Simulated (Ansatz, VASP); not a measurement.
One calculation of LiCl, two programs

```
Cl Li
1.0
     0.00000    2.56477    2.56477
     2.56477    0.00000    2.56477
     2.56477    2.56477    0.00000
Cl Li
1 1
Direct
  0.50000 0.50000 0.50000
  0.00000 0.00000 0.00000
```

Alike in both runs: task relaxation of cell and atoms; functional BLYP; dispersion D4; k mesh 9 × 9 × 9; occupations fermi-dirac, width 0.05 eV; no spin polarisation.

```csv
,VASP,Ansatz
version,VASP 6.6.1,Ansatz 0.2.0
potentials or method,"VASP PAW PBE potentials, release 64 (Cl, Li_sv)",Ansatz PAW
plane-wave cutoff (eV),600,420
valence electrons in the cell,10,10
```

Ansatz gave:

```
relaxed volume (Å³/atom)                                     : 16.60
relaxed cell length with the largest relative difference (Å) : 3.608
```

**Question.** Which values does VASP return?

**Answer.** Relaxed volume (Å³/atom): 16.57; relaxed cell length with the largest relative difference (Å): 3.605.

VASP's potentials were made for PBE, not for BLYP.

Noted on VASP's run: the cutoff is short for stress, so the pressure is rough. Noted on Ansatz's run: odd divisions of the mesh miss points on the zone boundary, where band edges often lie, so the gap on the mesh can be too wide; the plane-wave basis is chosen anew once the cell has moved, so the energies of steps on either side of that aren't comparable.
